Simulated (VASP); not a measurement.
Set up this calculation in VASP 6.6.1, as the native input.

- Task: single point
- Functional: LDA
- Potentials or basis: VASP PAW LDA potentials, release 64 (Ir, C)
- Cutoff: 520 eV
- k mesh: 12 × 12 × 1
- Occupations: gaussian, width 0.1 eV
- Spin: collinear spin
- Starting moments: [0.0, 0.0, 0.0, 2.0] μB
- Dipole correction: yes
- Further INCAR settings: ALGO = Normal; EDIFF = 1e-06; NBANDS = 28

The structure of Ir3C lies in POSCAR:

```
Ir3C
1.0
    2.6946510889      0.0000000000      0.0000000000
   -1.3473255444      2.3336362973      0.0000000000
    0.0000000000      0.0000000000     21.2769546740
Ir C
3 1
Direct
    0.6666666667      0.3333333333      0.1879968286
    0.3333333333      0.6666666667      0.2885049938
    0.0000000000      0.0000000000      0.3890103072
    0.3333333333     -0.3333333333      0.5173181427
```

The input as run:

INCAR

```
ALGO = Normal
DIPOL = 0.5 0.5 0.346
EDIFF = 1E-6
ENCUT = 520
GGA = CA
IDIPOL = 3
ISIF = 2
ISMEAR = 0
ISPIN = 2
LASPH = True
LCHARG = True
LDIPOL = True
LELF = True
LMAXMIX = 4
LORBIT = 11
LREAL = False
LVACPOTAV = True
LVHAR = True
LWAVE = False
MAGMOM = 0 0 0 2
NBANDS = 28
NELM = 150
PREC = Accurate
SIGMA = 0.1
```

KPOINTS

```
k-points
0
Gamma
  12 12 1
```

Potentials or basis: VASP PAW LDA potentials, release 64 (Ir, C).

The run is started by

```bash
$ cat potpaw_LDA.64/Ir/POTCAR potpaw_LDA.64/C/POTCAR > POTCAR
$ mpirun -np 1 vasp_std > vasp.out
```

Results of the run:

The largest force is 1.426 eV/Å, the net moment is 0.00 μB per cell and the valence electrons inside the program's atomic spheres are Ir 8.28, 8.52, 8.27; C 1.91.

Wall time 8.4 min on 1 thread of Intel Xeon 8259CL, with other jobs on the host, peak memory 0.29 GiB.
